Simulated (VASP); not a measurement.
# AlNi (P4/mmm) in VASP: single point with PBE

Aim: the single point of AlNi with PBE.

Program: VASP 6.6.1. These are calculated values, not measurements. Logs are shortened: lines on timing, memory, paths and dates and some standing lists are left out, and cuts for length are marked.

### 1 The cell of the first run

The structure is tetragonal, space group P4/mmm (No. 123). Conventional cell: a = 2.889 Å, b = 2.889 Å, c = 2.901 Å, α = 90.00°, β = 90.00°, γ = 90.00°. Al (site symmetry 4/mmm) has 8 Ni at 2.51 Å and 6 Al at 2.89 to 2.90 Å within 3.3 Å. Ni (site symmetry 4/mmm) has 8 Al at 2.51 Å and 6 Ni at 2.89 to 2.90 Å within 3.3 Å.

### 2 Single point, PBE

INCAR

```
SYSTEM = AlNi
  PREC = Accurate
  ENCUT = 520
  EDIFF = 1E-7
  ISMEAR = 0
  SIGMA = 0.15
  LREAL = .False.
  LASPH = .True.
  NELM = 80
  ALGO = Fast
  ISIF = 2
  LWAVE = .False.
  LCHARG = .False.
  GGA = PE
  NBANDS = 36
```

KPOINTS

```
Automatic mesh
0
Gamma
  14 14 14
  0 0 0
```

POSCAR

```
AlNi
1.0
    4.0856138832      0.0000000000     -2.9011416498
   -4.0856138832      0.0000000000     -2.9011416498
    0.0000000000      4.0856253446      2.9011416498
Al Ni
4 4
Direct
    0.0000000000      0.0000000000      0.0000000000
    0.5000000000      1.0000000000      0.5000000000
    0.0000000000      0.5000000000      0.5000000000
    0.5000000000      0.5000000000      0.0000000000
    0.0000000000      0.0000000000      0.5000000000
    0.5000000000      0.0000000000      0.0000000000
    0.0000000000      0.5000000000      0.0000000000
    0.5000000000      0.5000000000      0.5000000000
```

Potentials or basis: VASP PAW PBE potentials, release 64 (Al, Ni).

Launch:

```console
$ cat potpaw_PBE.64/Al/POTCAR potpaw_PBE.64/Ni/POTCAR > POTCAR
$ mpirun -np 1 vasp_std > vasp.out
```

OUTCAR:

```text
SYSTEM = AlNi
   PREC = Accurate
   ENCUT = 520
   EDIFF = 1E-7
   ISMEAR = 0
   LREAL = .False.
   LASPH = .True.
   NELM = 80
   ISIF = 2
   GGA = PE

 ion  position               nearest neighbor table
   1  0.000  0.000  0.000-   6 2.51   7 2.51   7 2.51   6 2.51   5 2.51   5 2.51   8 2.51   8 2.51
                             3 2.89   2 2.89   2 2.89   3 2.89   4 2.90   4 2.90
   2  0.500  0.000  0.500-   5 2.51   8 2.51   8 2.51   5 2.51   6 2.51   7 2.51   6 2.51   7 2.51
                             4 2.89   1 2.89   1 2.89   4 2.89   3 2.90   3 2.90
   3  0.000  0.500  0.500-   5 2.51   8 2.51   5 2.51   8 2.51   7 2.51   7 2.51   6 2.51   6 2.51
                             1 2.89   1 2.89   4 2.89   4 2.89   2 2.90   2 2.90
   4  0.500  0.500  0.000-   6 2.51   7 2.51   6 2.51   7 2.51   8 2.51   5 2.51   8 2.51   5 2.51
                             2 2.89   2 2.89   3 2.89   3 2.89   1 2.90   1 2.90
   5  0.000  0.000  0.500-   2 2.51   3 2.51   3 2.51   2 2.51   1 2.51   1 2.51   4 2.51   4 2.51
                             7 2.89   6 2.89   6 2.89   7 2.89   8 2.90   8 2.90
   6  0.500  0.000  0.000-   1 2.51   4 2.51   4 2.51   1 2.51   2 2.51   3 2.51   2 2.51   3 2.51
                             8 2.89   5 2.89   5 2.89   8 2.89   7 2.90   7 2.90
   7  0.000  0.500  0.000-   1 2.51   4 2.51   1 2.51   4 2.51   3 2.51   3 2.51   2 2.51   2 2.51
                             5 2.89   5 2.89   8 2.89   8 2.89   6 2.90   6 2.90
   8  0.500  0.500  0.500-   2 2.51   3 2.51   2 2.51   3 2.51   4 2.51   1 2.51   4 2.51   1 2.51
                             6 2.89   6 2.89   7 2.89   7 2.89   5 2.90   5 2.90

  LATTYP: Found a body centered tetragonal cell.
 ALAT       =     5.7779386687
 C/A-ratio  =     1.0042133765

  Lattice vectors:

 A1 = (   4.0856138832,   0.0000000000,  -2.9011416498)
 A2 = (  -4.0856138832,   0.0000000000,  -2.9011416498)
 A3 = (   0.0000000000,   4.0856253446,   2.9011416498)

Analysis of symmetry for initial positions (statically):
=====================================================================
 Subroutine PRICEL returns following result:

  LATTYP: Found a simple tetragonal cell.
 ALAT       =     2.8889693343
 C/A-ratio  =     1.0042133765

  Lattice vectors:

 A1 = (   2.0428069416,   2.0428126723,   0.0000000000)
 A2 = (  -2.0428069416,   2.0428126723,   0.0000000000)
 A3 = (   0.0000000000,   0.0000000000,   2.9011416498)

   4 primitive cells build up your supercell.

 Routine SETGRP: Setting up the symmetry group for a
 body centered tetragonal supercell.

[... 136 lines left out ...]
   ISYM   =      2    0-nonsym 1-usesym 2-fastsym
   POTIM  = 0.5000    time-step for ionic-motion
   TEBEG  =    0.0;   TEEND  =   0.0 temperature during run
   PSTRESS=    0.0 pullay stress
   NELECT =      52.0000    total number of electrons
   NUPDOWN=      -1.0000    fix difference up-down
   EMIN   =  10.00;   EMAX   =-10.00  energy-range for DOS
   EFERMI =   0.00;   METHOD = LEGACY
   ISMEAR =     0;   SIGMA  =   0.15  broadening in eV -4-tet -1-fermi 0-gaus
   EFERMI_NEDOS =   21; number of points for ismear=-14 and -15
   IALGO  =     68    algorithm
   IMIX   =      4    mixing-type and parameters
     AMIX     =   0.40;   BMIX     =  1.00
     AMIX_MAG =   1.60;   BMIX_MAG =  1.00
  volume/ion in A,a.u.               =      12.11        81.70
  Fermi-wavevector in a.u.,A,eV,Ry     =   1.330570  2.514412 24.087974  1.770416
  Thomas-Fermi vector in A             =   2.459647
   LORBIT       =      0    0 simple, 1 ext, 2 COOP (PROOUT), +10 PAW based schemes
   GGA     = PE    functional components
   LHFCALC =     F    Hartree Fock is set to
   AEXX    =    0.0000 exact exchange contribution
   IVDW    =     0    specifies the selected vdW correction
   LEPSILON=     F    determine dielectric tensor
   LRPA    =     F    only Hartree local field effects (RPA)
 non-spin polarized calculation
 RMM-DIIS sequential band-by-band and
 Gauss-broadening in eV      SIGMA  =   0.15
  energy-cutoff  :      520.00
  volume of cell :       96.85
 maximum number of plane-waves:      2630
 NGX is ok and might be reduce to    40
   NGX = 19   NGY = 19   NGZ = 19

 number of electron      52.0000042 magnetization

 Free energy of the ion-electron system (eV)
  ---------------------------------------------------
  ext. energy  EPLUGINS =         0.00000000
  ---------------------------------------------------
  free energy    TOTEN  =       -42.17476257 eV

  energy without entropy =      -42.13904554  energy(sigma->0) =      -42.15690406

 E-fermi :   9.8617     XC(G=0): -11.9883

 val. band max:        9.8592363052   @ k =  -0.4286   0.4286   0.2143
 cond. band min:       9.8699555632   @ k =  -0.2143  -0.4286   0.2143
 fundamental gap:      0.0107192580
 Fermi energy:         9.8617303024

 k-point     1 :       0.0000    0.0000    0.0000
  band No.  band energies     occupation
      1      -1.1850      2.00000
      2       4.6055      2.00000
      3       4.6055      2.00000
      4       4.6283      2.00000
      5       6.5511      2.00000
      6       6.5511      2.00000
[... 925 lines left out ...]
     35      15.8546      0.00000
     36      16.3244      0.00000

 [... further k-points ...]

------------------------ aborting loop because EDIFF is reached ----------------------------------------

  FORCE on cell =-STRESS in cart. coord.  units (eV):
  Direction    XX          YY          ZZ          XY          YZ          ZX
  --------------------------------------------------------------------------------------
  -------------------------------------------------------------------------------------
  Total        0.0760608      0.0760612     -0.1002363      0.0000000      0.0000000     -0.0000000
  in kB        1.2582198      1.2582268     -1.6581391      0.0000000      0.0000000     -0.0000000
  external PRESSURE =       0.2861025 kB  Pullay stress =       0.0000000 kB

 VOLUME and BASIS-vectors are now :
 -----------------------------------------------------------------------------
  energy-cutoff  :      520.00
  volume of cell :       96.85
      direct lattice vectors                 reciprocal lattice vectors
     4.085613883  0.000000000 -2.901141650     0.122380630  0.122380286 -0.172345945
    -4.085613883  0.000000000 -2.901141650    -0.122380630  0.122380286 -0.172345945
     0.000000000  4.085625345  2.901141650     0.000000000  0.244760573  0.000000000

 POSITION                                       TOTAL-FORCE (eV/Angst)
 -----------------------------------------------------------------------------------
      0.00000      0.00000      0.00000        -0.000000      0.000000     -0.000000
      2.04281      2.04281      0.00000        -0.000000     -0.000000     -0.000000
     -2.04281      2.04281      0.00000         0.000000     -0.000000     -0.000000
      0.00000      0.00000     -2.90114        -0.000000     -0.000000     -0.000000
      0.00000      2.04281      1.45057         0.000000     -0.000000      0.000000
      2.04281      0.00000     -1.45057         0.000000      0.000000     -0.000000
     -2.04281      0.00000     -1.45057        -0.000000     -0.000000      0.000000
      0.00000      2.04281     -1.45057         0.000000      0.000000     -0.000000
 -----------------------------------------------------------------------------------
    total drift:                               -0.000000     -0.000000     -0.000000

  FREE ENERGIE OF THE ION-ELECTRON SYSTEM (eV)
  ---------------------------------------------------
  free  energy   TOTEN  =       -42.1747625734 eV

  energy  without entropy=      -42.1390455419  energy(sigma->0) =      -42.15690406
```

Wall time 27 min (1 thread of Oxide Virtual Turin-like, shared host); peak memory 0.69 GiB.

Results:

```yaml
Free_energy: -42.1748 eV
Pressure: 0.0 GPa
Band_gap_on_the_k_mesh: zero (bands 26 and 27 overlap by 2.73 eV)
```

Stress tensor (GPa, compression positive):
```
 0.13  0.00  0.00
 0.00  0.13  0.00
 0.00  0.00 -0.17
```

Spin polarisation is off, so any magnetic state and its effect on volume and gap are missing.
